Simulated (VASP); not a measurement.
# CuI: elastic constants with PBEsol

Crystal: CuI.

```
CELL_PARAMETERS angstrom
0.00000 2.96953 2.96953
2.96953 0.00000 2.96953
2.96953 2.96953 0.00000
ATOMIC_POSITIONS crystal
Cu 0.75000 0.75000 0.75000
I 0.00000 0.00000 0.00000
```

```yaml
Program: VASP 6.6.1
Task: elastic constants
Functional: PBEsol
Potentials_or_basis: VASP PAW PBE potentials, release 64 (Cu, I)
Cutoff: 600 eV
k_mesh: 8 × 8 × 8
Occupations: gaussian, width 0.01 eV
Spin: no spin polarisation
Dipole_correction: no
Ions_in_elastic_constants: relaxed
Further_INCAR_settings: ALGO = Normal; EDIFF = 1e-08; IBRION = 6; POTIM = 0.015; NSW = 1; ISIF = 3
```

```
Elastic constants C11, C12, C44                         : 62, 43, 24 GPa
Voigt bulk modulus                                      : 49 GPa
Highest phonon frequency at Γ, LO-TO splitting left out : 145 cm⁻¹
```

Phonon frequencies in cm⁻¹ (negative: imaginary):
```
              q point        frequencies
(0.000, 0.000, 0.000)  0 0 0 145 145 145
```

Elastic tensor in Voigt notation (GPa, in the Cartesian axes of the cell as first typed):
```
62 43 43  0  0  0
43 62 43  0  0  0
43 43 62  0  0  0
 0  0  0 24  0  0
 0  0  0  0 24  0
 0  0  0  0  0 24
```

Clamped-ion elastic tensor (GPa):
```
62 43 43  0  0  0
43 62 43  0  0  0
43 43 62  0  0  0
 0  0  0 43  0  0
 0  0  0  0 43  0
 0  0  0  0  0 43
```

It took 21 min on 1 thread of Oxide Virtual Turin-like Processor (shared host), peak memory 0.35 GiB.

Caveat: the PAW data sets were made with another functional, which shifts forces and pressure a little.
